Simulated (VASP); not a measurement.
# LiCl (I4/mmm) in VASP: further runs

LiCl is run at these levels: PBE; tasks: single point.

Program: VASP 6.6.1. These are calculated values, not measurements. Logs are shortened: lines on timing, memory, paths and dates and some standing lists are left out, and cuts for length are marked.

### 1 The cell of the first run

The structure is tetragonal, space group I4/mmm (No. 139). Conventional cell: a = 3.323 Å, b = 3.323 Å, c = 6.110 Å, α = 90.00°, β = 90.00°, γ = 90.00°. Li (site symmetry 4/mmm) has 6 Cl at 2.35 to 3.05 Å within 3.1 Å. Cl (site symmetry 4/mmm) has 6 Li at 2.35 to 3.05 Å within 3.1 Å.

### 2 Single point, PBE

Contents of INCAR:

```
SYSTEM = LiCl
PREC = Accurate
ENCUT = 520
EDIFF = 1E-7
ISMEAR = 0
SIGMA = 0.05
LREAL = .FALSE.
LASPH = .TRUE.
NELM = 80
ALGO = Normal
ISIF = 2
LWAVE = .FALSE.
LCHARG = .TRUE.
GGA = PE
LELF = .TRUE.
LVHAR = .TRUE.
NBANDS = 12
```

Contents of KPOINTS:

```
Automatic mesh
0
G
  8 8 8
  0 0 0
```

Contents of POSCAR:

```
LiCl
1.0
    0.0000000000      2.3499878365      3.0549841874
    2.3499878365      0.0000000000      3.0549841874
    2.3499878365      2.3499878365      0.0000000000
Li Cl
1 1
Direct
    0.0000000000      0.0000000000      0.0000000000
    0.5000000000      0.5000000000      0.5000000000
```

Potentials or basis: VASP PAW PBE potentials, release 64 (Li_sv, Cl).

Run with:

```bash
cat potpaw_PBE.64/Li_sv/POTCAR potpaw_PBE.64/Cl/POTCAR > POTCAR
mpirun -np 1 vasp_std > vasp.out
```

OUTCAR:

```text
SYSTEM = LiCl
   PREC = Accurate
   ENCUT = 520
   EDIFF = 1E-7
   ISMEAR = 0
   LREAL = .FALSE.
   LASPH = .TRUE.
   NELM = 80
   ISIF = 2
   GGA = PE

 ion  position               nearest neighbor table
   1  0.000  0.000  0.000-   2 2.35   2 2.35   2 2.35   2 2.35
   2  0.500  0.500  0.500-   1 2.35   1 2.35   1 2.35   1 2.35

  LATTYP: Found a body centered tetragonal cell.
 ALAT       =     3.3233846698
 C/A-ratio  =     1.8384776311

  Lattice vectors:

 A1 = (  -2.3499878365,   0.0000000000,   3.0549841874)
 A2 = (   2.3499878365,   0.0000000000,   3.0549841874)
 A3 = (   0.0000000000,   2.3499878365,  -3.0549841874)

Analysis of symmetry for initial positions (statically):
=====================================================================
 Subroutine PRICEL returns:
 Original cell was already a primitive cell.

 Routine SETGRP: Setting up the symmetry group for a
 body centered tetragonal supercell.

 Subroutine GETGRP returns: Found 16 space group operations
 (whereof 16 operations were pure point group operations)
 out of a pool of 16 trial point group operations.

The static configuration has the point symmetry D_4h.

Analysis of symmetry for dynamics (positions and initial velocities):
=====================================================================
 Subroutine PRICEL returns:
 Original cell was already a primitive cell.

 Routine SETGRP: Setting up the symmetry group for a
 body centered tetragonal supercell.

 Subroutine GETGRP returns: Found 16 space group operations
 (whereof 16 operations were pure point group operations)
 out of a pool of 16 trial point group operations.

The dynamic configuration has the point symmetry D_4h.

 Subroutine INISYM returns: Found 16 space group operations
 (whereof 16 operations are pure point group operations),
 and found     1 'primitive' translations

----------------------------------------------------------------------------------------

                                     Primitive cell

  volume of cell :      33.7420

  direct lattice vectors                    reciprocal lattice vectors
     0.000000000  2.349987836  3.054984187    -0.212767059  0.212767059  0.163666968
     2.349987836  0.000000000  3.054984187     0.212767059 -0.212767059  0.163666968
     2.349987836  2.349987836  0.000000000     0.212767059  0.212767059 -0.163666968

  length of vectors
     3.854266625  3.854266625  3.323384670     0.342529589  0.342529589  0.342529589

  position of ions in fractional coordinates (direct lattice)
     0.000000000  0.000000000  0.000000000
     0.500000000  0.500000000  0.500000000

  ion indices of the primitive-cell ions
   primitive index   ion index
                 1           1
                 2           2

----------------------------------------------------------------------------------------

 KPOINTS: Automatic mesh

Automatic generation of k-mesh.
 Grid dimensions read from file:
 generate k-points for:    8    8    8

 Generating k-lattice:

  Cartesian coordinates                     Fractional coordinates (reciprocal lattice)
    -0.026595882  0.026595882  0.020458371     0.125000000  0.000000000  0.000000000
     0.026595882 -0.026595882  0.020458371     0.000000000  0.125000000  0.000000000
     0.026595882  0.026595882 -0.020458371     0.000000000  0.000000000  0.125000000

  Length of vectors
     0.042816199  0.042816199  0.042816199

  Shift w.r.t. Gamma in fractional coordinates (k-lattice)
     0.000000000  0.000000000  0.000000000

 Subroutine IBZKPT returns following result:
 ===========================================

 Found     59 irreducible k-points:

 Following reciprocal coordinates:
            Coordinates               Weight
  0.000000  0.000000  0.000000      1.000000
  0.125000  0.000000  0.000000      8.000000
  0.250000  0.000000  0.000000      8.000000
  0.375000  0.000000  0.000000      8.000000
  0.500000  0.000000  0.000000      4.000000
  0.125000  0.125000  0.000000      2.000000
[... 16 lines left out ...]
  0.250000  0.000000  0.125000     16.000000
  0.375000  0.000000  0.125000     16.000000
 [... further k-points ...]
   k-points           NKPTS =     59   k-points in BZ     NKDIM =     59   number of bands    NBANDS=     12
   number of dos      NEDOS =    301   number of ions     NIONS =      2
   total plane-waves  NPLWV =  25200
   dimension x,y,z NGX =    30 NGY =   30 NGZ =   28
   dimension x,y,z NGXF=    60 NGYF=   60 NGZF=   56
   ions per type =               1   1
   NGX,Y,Z   is equivalent  to a cutoff of  12.94, 12.94, 14.01 a.u.
   NGXF,Y,Z  is equivalent  to a cutoff of  25.88, 25.88, 28.01 a.u.
 SYSTEM =  LiCl
   PREC   = accura    normal or accurate (medium, high low for compatibility)
   ISTART =      0    job   : 0-new  1-cont  2-samecut
   ICHARG =      2    charge: 1-file 2-atom 10-const
   ISPIN  =      1    spin polarized calculation?
   LNONCOLLINEAR =      F non collinear calculations
   LSORBIT =      F    spin-orbit coupling
   LASPH  =      T    aspherical Exc in radial PAW
   ENCUT  =  520.0 eV  38.22 Ry    6.18 a.u.   7.17  7.17  6.18*2*pi/ulx,y,z
   NELM   =     80;   NELMIN=  2; NELMDL= -5     # of ELM steps
   EDIFF  = 0.1E-06   stopping-criterion for ELM
   LREAL  =      F    real-space projection
   EDIFFG = 0.1E-05   stopping-criterion for IOM
   NSW    =      0    number of steps for IOM
   IBRION =     -1    ionic relax: 0-MD 1-quasi-New 2-CG
   NFREE  =      0    steps in history (QN), initial steepest desc. (CG)
   ISIF   =      2    stress and relaxation
   ISYM   =      2    0-nonsym 1-usesym 2-fastsym
   POTIM  = 0.5000    time-step for ionic-motion
   TEBEG  =    0.0;   TEEND  =   0.0 temperature during run
   PSTRESS=    0.0 pullay stress
   NELECT =      10.0000    total number of electrons
   NUPDOWN=      -1.0000    fix difference up-down
   EMIN   =  10.00;   EMAX   =-10.00  energy-range for DOS
   EFERMI =   0.00;   METHOD = LEGACY
   ISMEAR =     0;   SIGMA  =   0.05  broadening in eV -4-tet -1-fermi 0-gaus
   EFERMI_NEDOS =   21; number of points for ismear=-14 and -15
   IALGO  =     38    algorithm
   IMIX   =      4    mixing-type and parameters
     AMIX     =   0.40;   BMIX     =  1.00
     AMIX_MAG =   1.60;   BMIX_MAG =  1.00
  volume/ion in A,a.u.               =      16.87       113.85
  Fermi-wavevector in a.u.,A,eV,Ry     =   1.091486  2.062609 16.209183  1.191341
  Thomas-Fermi vector in A             =   2.227732
   LORBIT       =      0    0 simple, 1 ext, 2 COOP (PROOUT), +10 PAW based schemes
   GGA     = PE    functional components
   LHFCALC =     F    Hartree Fock is set to
   AEXX    =    0.0000 exact exchange contribution
   IVDW    =     0    specifies the selected vdW correction
   LEPSILON=     F    determine dielectric tensor
   LRPA    =     F    only Hartree local field effects (RPA)
 non-spin polarized calculation
 Gauss-broadening in eV      SIGMA  =   0.05
  energy-cutoff  :      520.00
  volume of cell :       33.74
 maximum number of plane-waves:       924
 NGX is ok and might be reduce to    30

 number of electron      10.0000000 magnetization

 number of electron       9.9999997 magnetization

 Free energy of the ion-electron system (eV)
  ---------------------------------------------------
  ext. energy  EPLUGINS =         0.00000000
  ---------------------------------------------------
  free energy    TOTEN  =        -7.23980028 eV

  energy without entropy =       -7.23980028  energy(sigma->0) =       -7.23980028

 E-fermi :   0.9468     XC(G=0):  -8.6314

 val. band max:        0.6560075672   @ k =  -0.2500   0.1250   0.0000
 cond. band min:       6.7865551367   @ k =   0.0000   0.0000   0.0000
 fundamental gap:      6.1305475696
 Fermi energy:         0.9467587591

 k-point     1 :       0.0000    0.0000    0.0000
  band No.  band energies     occupation
      1     -42.7922      2.00000
      2     -12.9578      2.00000
      3       0.3652      2.00000
      4       0.3652      2.00000
      5       0.4041      2.00000
      6       6.7866      0.00000
      7      11.3117      0.00000
      8      13.0942      0.00000
      9      13.2747      0.00000
     10      13.6796      0.00000
     11      13.6796      0.00000
     12      17.1541      0.00000

 k-point     2 :       0.1250    0.0000    0.0000
  band No.  band energies     occupation
      1     -42.7916      2.00000
      2     -12.8832      2.00000
      3      -0.1411      2.00000
      4       0.3094      2.00000
      5       0.4028      2.00000
      6       7.2519      0.00000
      7      11.4093      0.00000
      8      11.5064      0.00000
      9      13.3347      0.00000
     10      13.8630      0.00000
     11      14.8033      0.00000
     12      15.0463      0.00000

 k-point     3 :       0.2500    0.0000    0.0000
  band No.  band energies     occupation
      1     -42.7901      2.00000
      2     -12.6935      2.00000
      3      -1.1678      2.00000
      4       0.1120      2.00000
      5       0.4991      2.00000
      6       7.7227      0.00000
      7      10.3159      0.00000
      8      11.5334      0.00000
      9      12.6227      0.00000
     10      14.6087      0.00000
     11      15.0457      0.00000
     12      16.3454      0.00000
[... 286 lines left out ...]
 k-point    23 :       0.2500    0.0000    0.1250
  band No.  band energies     occupation
      1     -42.7898      2.00000
      2     -12.6649      2.00000
      3      -1.0049      2.00000
      4       0.0160      2.00000
      5       0.2675      2.00000
      6       8.2036      0.00000
      7      10.3802      0.00000
      8      11.3667      0.00000
      9      12.1910      0.00000
     10      13.1577      0.00000
     11      15.0842      0.00000
     12      17.7725      0.00000

 k-point    24 :       0.3750    0.0000    0.1250
  band No.  band energies     occupation
      1     -42.7883      2.00000
      2     -12.4540      2.00000
      3      -1.8994      2.00000
      4      -0.0353      2.00000
      5       0.1590      2.00000
      6       7.9397      0.00000
      7      10.5069      0.00000
      8      10.8006      0.00000
      9      11.9391      0.00000
     10      14.5647      0.00000
     11      17.1332      0.00000
     12      18.8662      0.00000

 [... further k-points ...]
[... 5 lines left out ...]
  --------------------------------------------------------------------------------------
  -------------------------------------------------------------------------------------
  Total        1.5037238      1.5037238     -0.2490943      0.0000000      0.0000000     -0.0000000
  in kB       71.4016858     71.4016858    -11.8278033      0.0000000      0.0000000     -0.0000000
  external PRESSURE =      43.6585228 kB  Pullay stress =       0.0000000 kB

 VOLUME and BASIS-vectors are now :
 -----------------------------------------------------------------------------
  energy-cutoff  :      520.00
  volume of cell :       33.74
      direct lattice vectors                 reciprocal lattice vectors
     0.000000000  2.349987836  3.054984187    -0.212767059  0.212767059  0.163666968
     2.349987836  0.000000000  3.054984187     0.212767059 -0.212767059  0.163666968
     2.349987836  2.349987836  0.000000000     0.212767059  0.212767059 -0.163666968

 POSITION                                       TOTAL-FORCE (eV/Angst)
 -----------------------------------------------------------------------------------
      0.00000      0.00000      0.00000        -0.000000      0.000000      0.000000
      2.34999      2.34999      3.05498         0.000000      0.000000      0.000000
 -----------------------------------------------------------------------------------
    total drift:                               -0.000000     -0.000000      0.000000

  FREE ENERGIE OF THE ION-ELECTRON SYSTEM (eV)
  ---------------------------------------------------
  free  energy   TOTEN  =        -7.2398002843 eV

  energy  without entropy=       -7.2398002843  energy(sigma->0) =       -7.23980028
```

Wall time 28 s (1 thread of Intel Xeon Platinum 8259CL at 2.50GHz (Skylake/Cascade Lake), shared host); peak memory 0.16 GiB.

Results:

| Property | Result |
| --- | --- |
| Free energy | -7.2398 eV |
| Band gap on the k mesh | 6.13 eV, indirect (least direct gap 6.38 eV) |

Caveat: the cutoff is under 1.25 times the usual one of these potentials, so pressure, stress and relaxed cells hold a basis-set (Pulay) error.

### 3 Single point, PBE

This run uses another cell than the first one, of the same volume but with other edges.

Contents of INCAR:

```
  PREC = Accurate
  ENCUT = 520
  EDIFF = 1E-6
  ISMEAR = 0
  SIGMA = 0.05
  LREAL = F
  LASPH = T
  NELM = 60
  ALGO = Normal
  ISIF = 2
  LWAVE = F
  LCHARG = F
  GGA = PE
  NBANDS = 12
```

Contents of KPOINTS:

```
regular mesh
0
Gamma
  8 8 8
```

Contents of POSCAR:

```
LiCl
1.0
    0.0000000000      2.6370444846      2.4260809259
    2.6370444846      0.0000000000      2.4260809259
    2.6370444846      2.6370444846      0.0000000000
Li Cl
1 1
Direct
    0.0000000000      0.0000000000      0.0000000000
    0.5000000000      0.5000000000      0.5000000000
```

Potentials or basis: VASP PAW PBE potentials, release 64 (Li_sv, Cl).

Run with:

```bash
cat potpaw_PBE.64/Li_sv/POTCAR potpaw_PBE.64/Cl/POTCAR > POTCAR
mpirun -np 1 vasp_std > vasp.out
```

Run time: 19 s. Hardware: 1 thread of Intel Xeon Platinum 8259CL at 2.50GHz (Skylake/Cascade Lake), shared host; peak memory 0.16 GiB.

Results (log left out):

```yaml
Free_energy: -7.3680 eV
Band_gap_on_the_k_mesh: 6.26 eV, direct
```

Levels at points of the mesh, in eV from the valence-band top:
```csv
k point,band 3,band 4,band 5,band 6,band 7,band 8
"(0.00, 0.00, 0.00)",-0.28,0.00,0.00,6.26,11.67,11.67
"(0.50, 0.00, 0.00)",-2.89,-0.43,-0.25,6.66,9.09,9.85
"(0.50, 0.50, 0.00)",-2.97,-1.35,-1.35,7.77,7.97,13.20
"(0.50, 0.00, 0.50)",-2.98,-1.38,-0.82,7.91,8.39,12.00
```

Caveat: the cutoff is under 1.25 times the usual one of these potentials, so pressure, stress and relaxed cells hold a basis-set (Pulay) error.
